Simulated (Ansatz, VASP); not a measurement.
**Ge2Sb2Te5: VASP beside Ansatz**

```
Ge Sb Te
1.0
     4.02224    0.00000    0.00000
    -2.01112    3.48336    0.00000
     0.00000    0.00000   17.07573
Ge Sb Te
2 2 5
Cartesian
  0.0000 0.0000 5.6575
  0.0000 0.0000 11.4182
  0.0000 2.3222 1.9141
  2.0111 1.1611 15.1616
  0.0000 0.0000 0.0000
  0.0000 2.3222 13.5143
  2.0111 1.1611 3.5614
  0.0000 2.3222 6.9943
  2.0111 1.1611 10.0815
```

Alike in both runs: task single point; functional PBE; k mesh 12 × 12 × 2; occupations gaussian, width 0.03 eV; no spin polarisation.

|  | VASP | Ansatz |
| --- | --- | --- |
| version | VASP 6.6.1 | Ansatz 0.2.0 |
| potentials or method | VASP PAW PBE potentials, release 64 (Ge_d, Sb, Te), cutoff 520 eV | scalar-relativistic, plane waves, PAW |
| valence electrons in the cell | 68 | 138 |

```csv
,VASP,Ansatz,Ansatz less VASP
gap on the k mesh at the Fermi level (eV),none,none,-
pressure (GPa),11.9,11.8,-0.10
"traceless stress, the component that is largest in VASP (GPa)",-0.38,-0.39,-0.010
rms of the force components (eV/Å),0.581,0.562,-0.0182
```

Atom by atom the forces differ by 0.020 eV/Å (rms over components). A gap of «none» marks a metal or a gap that the smearing closes. The functional is the same, so the differences come from potentials, cutoffs and numerics. VASP's potentials hold 68 valence electrons a cell and Ansatz's 138, so a difference there can come from the potentials and not from the codes.

Spin-orbit coupling is off throughout.
